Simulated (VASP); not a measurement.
## Au: single point with PBEsol

The system is Au.

```xyz
1
Lattice="0.0000 2.0418 2.0418 2.0418 0.0000 2.0418 2.0418 2.0418 0.0000" Properties=species:S:1:pos:R:3 pbc="T T T"
Au    0.0000    0.0000    0.0000
```

```
Program                : VASP 6.6.1
Task                   : single point
Functional             : PBEsol
Potentials or basis    : VASP PAW PBE potentials, release 64 (Au)
Cutoff                 : 520 eV
k mesh                 : 26 × 26 × 26
Occupations            : gaussian, width 0.1 eV
Spin                   : no spin polarisation
Dipole correction      : no
Further INCAR settings : ALGO = Fast; EDIFF = 1e-07; NBANDS = 12
```

| Quantity | Value |
| --- | --- |
| Pressure | -0.3 GPa |

Levels at points of the mesh, in eV from the Fermi level:
```tsv
k point	band 2	band 3	band 4	band 5	band 6	band 7	band 8	band 9	band 10	band 11
(0.00, 0.00, 0.00)	-4.69	-4.69	-4.69	-3.16	-3.16	14.49	18.49	18.49	18.49	23.36
(0.50, 0.00, 0.00)	-4.73	-4.73	-1.95	-1.95	-1.04	3.05	13.93	17.09	17.09	24.89
(0.50, 0.50, 0.00)	-6.77	-2.00	-1.63	-1.63	0.94	5.74	9.95	9.95	17.17	19.80
```

Run time: 81 s on 1 thread of Intel(R) Xeon(R) Platinum 8175M CPU @ 2.50GHz (Skylake/Cascade Lake), on a shared host, peak memory 0.22 GiB.

Caveat: the PAW data sets were made with another functional, which shifts forces and pressure a little; spin-orbit coupling is left out, which moves the levels of the heavy elements.
